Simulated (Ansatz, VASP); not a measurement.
Si2Ge3 in VASP and in Ansatz

```
CELL_PARAMETERS angstrom
4.07613 0.00000 0.00000
0.00000 4.07613 0.00000
0.00000 0.00000 6.48316
ATOMIC_POSITIONS crystal
Si 0.00000 0.00000 0.73262
Si 0.50000 0.50000 0.25078
Ge 0.50000 0.00000 0.96698
Ge 0.00000 0.50000 0.96698
Ge 0.00000 0.00000 0.35264
```

Change from the starting cell: species swapped into the Cu3Te2 type (P4mm, No. 99).

Alike in both runs: task relaxation of cell and atoms; functional PBE; k mesh 10 × 10 × 6; occupations gaussian, width 0.1 eV; no spin polarisation.

|  | VASP | Ansatz |
| --- | --- | --- |
| version | VASP 6.6.1 | Ansatz 0.2.0 |
| potentials or method | VASP PAW PBE potentials, release 64 (Si, Ge_d), cutoff 600 eV | scalar-relativistic, plane waves, PAW |
| valence electrons in the cell | 50 | 50 |

|  | VASP | Ansatz | Ansatz less VASP |
| --- | --- | --- | --- |
| gap on the k mesh at the Fermi level, each at its own relaxed structure (eV) | none | none | - |
| relaxed volume (Å³/atom) | 21.83 | 21.79 | -0.044 |
| relaxed cell length with the largest relative difference (Å) | 6.451 | 6.439 | -0.0122 |

A gap of «none» marks a metal or a gap that the smearing closes.
